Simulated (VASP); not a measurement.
Runs of VASP 6.6.1 on Pt. The structure is that of space group Fm-3m (No. 225), or close to it. The cells are those of the table. 

```tsv
task	cell	gap on the mesh (eV)	pressure (GPa)
single point	a = 2.718 Å, angles 60.0°, 1 atom	none	19.6
single point	a = 2.772 Å, angles 60.0°, 1 atom	none	(a)
relaxation of cell and atoms	relaxed to 30 GPa from a = 2.772 Å, angles 60.0°, 1 atom	none	30.0
relaxation of cell and atoms	relaxed to 10 GPa from a = 2.772 Å, angles 60.0°, 1 atom	none	9.9
relaxation of cell and atoms	relaxed to 20 GPa from a = 2.772 Å, angles 60.0°, 1 atom	none	20.0
single point	a = 2.743 Å, angles 60.0°, 1 atom	none	9.6
single point	a = 2.696 Å, angles 60.0°, 1 atom	none	29.7
relaxation of cell and atoms	relaxed from a = 2.772 Å, angles 60.0°, 1 atom	none	-0.2
```

Alike in all rows: level PBEsol; potentials or basis VASP PAW PBE potentials, release 64 (Pt); no spin polarisation; k mesh 10 × 10 × 10; cutoff (eV) 500; smearing fermi-dirac 0.1 eV.

Question: Estimate the missing entries.

Answer: (a) -0.4.

Caveats: the PAW data sets were made with another functional, which shifts forces and pressure a little; spin-orbit coupling is left out, which moves the levels of the heavy elements; the cell stands under pressure (at least some runs); the cell is relaxed towards a set pressure, so the run minimises the enthalpy, not the energy (at least some runs); the relaxation stopped at its first step, so nothing moved (at least some runs).

A k mesh can miss the band edges, and the runs leave out spin-orbit coupling on Pt.

A gap of «none» marks levels without a gap at the run's occupations.
